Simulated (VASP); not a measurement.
Here is a VASP 6.6.1 calculation.

File INCAR:

```
  PREC = Accurate
  ENCUT = 520
  EDIFF = 1E-7
  ISMEAR = 0
  SIGMA = 0.1
  LREAL = F
  LASPH = T
  NELM = 150
  ALGO = Normal
  ISIF = 2
  LWAVE = F
  LCHARG = F
  ISPIN = 2
  MAGMOM = 0 4 0 0 0 0
  LORBIT = 11
  LMAXMIX = 4
  GGA = PE
  NBANDS = 34
```

KPOINTS

```
regular mesh
0
Gamma
  6 6 4
```

File POSCAR:

```
SrFeO4
1.0
    3.5919074185      0.0000000000      0.0000000000
   -1.7959537093      3.1106830725      0.0000000000
    0.0000000000      0.0000000000      6.0778128278
Sr Fe O
1 1 4
Direct
    0.0000000000      0.0000000000      0.0000000000
    0.0000000000      0.0000000000      0.5000000000
    0.3333333333      0.6666666667      0.2832712179
    0.3333333333      0.6666666667      0.7167287821
    0.6666666667      0.3333333333      0.7167287821
    0.6666666667      0.3333333333      0.2832712179
```

Potentials or basis: VASP PAW PBE potentials, release 64 (Sr_sv, Fe, O).

Launch:

```sh
$ cat potpaw_PBE.64/Sr_sv/POTCAR potpaw_PBE.64/Fe/POTCAR potpaw_PBE.64/O/POTCAR > POTCAR
$ mpirun -np 1 vasp_std > vasp.out
```

Task: Predict the pressure.

Result: 0.2 GPa.

Task: Estimate the largest force.

Result: 0.005 eV/Å.

Task: What does it give for the site moments?

Result: Sr -0.00; Fe +3.67; O +0.11 μB.

Forces in eV/Å, atoms in the order of the input:
```
Sr   0.000  0.000  0.000
Fe   0.000  0.000  0.000
O    0.000  0.000  0.005
O    0.000  0.000 -0.005
O    0.000  0.000 -0.005
O    0.000  0.000  0.005
```

Caveat: a cell with one magnetic atom can't hold antiferromagnetic order, which such compounds often take.
